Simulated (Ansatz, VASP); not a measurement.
## Mg2CdO3: VASP beside Ansatz

The input INCAR:

```
SYSTEM = Mg2CdO3
PREC = Accurate
ENCUT = 600
EDIFF = 1E-7
ISMEAR = 0
SIGMA = 0.1
LREAL = .FALSE.
LASPH = .TRUE.
NELM = 80
ALGO = Normal
ISIF = 3
LWAVE = .FALSE.
LCHARG = .FALSE.
GGA = PE
IBRION = 2
NSW = 90
EDIFFG = -0.04
```

KPOINTS

```
Automatic mesh
0
G
  6 6 2
  0 0 0
```

The input POSCAR:

```
Mg2CdO3
1.0
    3.4243900100      0.0000000000      0.0000000000
   -1.7121950100      2.9656087400      0.0000000000
    0.0000000000      0.0000000000      8.3880082100
Mg Cd O
2 1 3
Direct
    0.3333333300      0.6666666700      0.6666666700
    0.6666666700      0.3333333300      0.3333333300
    0.0000000000      0.0000000000      0.0000000000
    0.0000000000      0.0000000000      0.5000000000
    0.3333333300      0.6666666700      0.1666666700
    0.6666666700      0.3333333300      0.8333333300
```

Input for Ansatz:

```yaml
crystal:
  lattice:
    - [3.42439001, 0.0, 0.0]
    - [-1.71219501, 2.96560874, 0.0]
    - [0.0, 0.0, 8.38800821]
  atoms:
    - { symbol: Mg, position: [0.33333333, 0.66666667, 0.66666667] }
    - { symbol: Mg, position: [0.66666667, 0.33333333, 0.33333333] }
    - { symbol: Cd, position: [0.0, 0.0, 0.0] }
    - { symbol: O, position: [0.0, 0.0, 0.5] }
    - { symbol: O, position: [0.33333333, 0.66666667, 0.16666667] }
    - { symbol: O, position: [0.66666667, 0.33333333, 0.83333333] }
basis:
  ecutwfc: 420
kpoints:
  mp_grid: { grid: [6, 6, 2] }
hamiltonian:
  xc: pbe
scf:
  occupations: { method: gaussian, width: 0.1 }
  lower_state_search: "off"
output:
  forces: true
  stress: true
  eigenvalues: true
relax:
  adjacent_minimum: "off"
  f_tol: 0.04
  max_steps: 70
  cell: { stress_tol: 0.4 }
```

Alike in both runs: task relaxation of cell and atoms; functional PBE; k mesh 6 × 6 × 2; occupations gaussian, width 0.1 eV; no spin polarisation.

|  | VASP | Ansatz |
| --- | --- | --- |
| version | VASP 6.6.1 | Ansatz 0.2.0 |
| potentials or method | VASP PAW PBE potentials, release 64 (Mg, Cd, O), cutoff 600 eV | scalar-relativistic, plane waves, PAW |
| valence electrons in the cell | 34 | 58 |

```csv
,VASP,Ansatz,Ansatz less VASP
"gap on the k mesh at the Fermi level, each at its own relaxed structure (eV)",1.92,1.95,+0.031
relaxed volume (Å³/atom),10.91,10.93,+0.016
relaxed length of the cell vector where the two differ most in proportion (Å),3.116,3.118,+0.0025
```

VASP's potentials hold 34 valence electrons a cell and Ansatz's 58, so a difference there can come from the potentials and not from the codes.

Noted on VASP's run: the volume moved by over 15 % at a fixed basis, so the end points are rough.
